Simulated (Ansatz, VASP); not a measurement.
# Li2S: VASP beside Ansatz

File INCAR:

```
SYSTEM = Li2S
PREC = Accurate
ENCUT = 750
EDIFF = 1E-6
ISMEAR = -1
SIGMA = 0.02
LREAL = .FALSE.
LASPH = .TRUE.
NELM = 120
ALGO = Normal
ISIF = 2
LWAVE = .FALSE.
LCHARG = .FALSE.
GGA = CA
NBANDS = 28
GGA_COMPAT = .FALSE.
```

Contents of KPOINTS:

```
regular mesh
0
G
  8 8 3
  0 0 0
```

POSCAR

```
Li2S
1.0
    0.0000000000      2.7834351075     -2.7834351075
   -2.7834351075      0.0000000000      2.7834351075
    5.5668702151      5.5668702151      5.5668702151
S Li
3 6
Direct
    0.0000000000      0.0000000000      0.0000000000
    0.3333333330      0.6666666670      0.3333333330
    0.6666666670      0.3333333330      0.6666666670
    0.0000000000      0.0000000000      0.2500000000
    0.3333333330      0.6666666670      0.5833333330
    0.6666666670      0.3333333330      0.9166666670
    0.3333333330      0.6666666670      0.0833333330
    0.6666666670      0.3333333330      0.4166666670
    0.0000000000      0.0000000000      0.7500000000
```

Input for Ansatz:

```yaml
crystal:
  lattice:
    - [0.0, 2.7834351075, -2.7834351075]
    - [-2.7834351075, 0.0, 2.7834351075]
    - [5.5668702151, 5.5668702151, 5.5668702151]
  atoms:
    - { symbol: S, position: [0.0, 0.0, 0.0] }
    - { symbol: S, position: [0.333333333, 0.666666667, 0.333333333] }
    - { symbol: S, position: [0.666666667, 0.333333333, 0.666666667] }
    - { symbol: Li, position: [0.0, 0.0, 0.25] }
    - { symbol: Li, position: [0.333333333, 0.666666667, 0.583333333] }
    - { symbol: Li, position: [0.666666667, 0.333333333, 0.916666667] }
    - { symbol: Li, position: [0.333333333, 0.666666667, 0.083333333] }
    - { symbol: Li, position: [0.666666667, 0.333333333, 0.416666667] }
    - { symbol: Li, position: [0.0, 0.0, 0.75] }
kpoints:
  mp_grid: { grid: [8, 8, 3] }
scf:
  occupations: { method: fermi_dirac, width: 0.02 }
hamiltonian:
  xc: lda
  pseudopotentials: { kind: all_electron, lapw: { basis_error: 0.001 } }
output:
  forces: true
  stress: true
  eigenvalues: true
```

Alike in both runs: task single point; functional LDA; k mesh 8 × 8 × 3; occupations fermi-dirac, width 0.02 eV; no spin polarisation.

```csv
,VASP,Ansatz
version,VASP 6.6.1,Ansatz 0.2.0
potentials or method,"VASP PAW LDA potentials, release 64 (S, Li_sv), cutoff 750 eV","all-electron LAPW, scalar-relativistic"
```

Ansatz gave:

* gap on the k mesh at the Fermi level (eV): 3.12
* pressure (GPa): 0.0

Task: What did VASP give for the same quantities?

Result: gap on the k mesh at the Fermi level (eV): 3.12; pressure (GPa): -0.1.

LDA's correlation is that of Perdew and Zunger in VASP and of Perdew and Wang (1992) in Ansatz. Ansatz ran all-electron here, and VASP with PAW potentials.
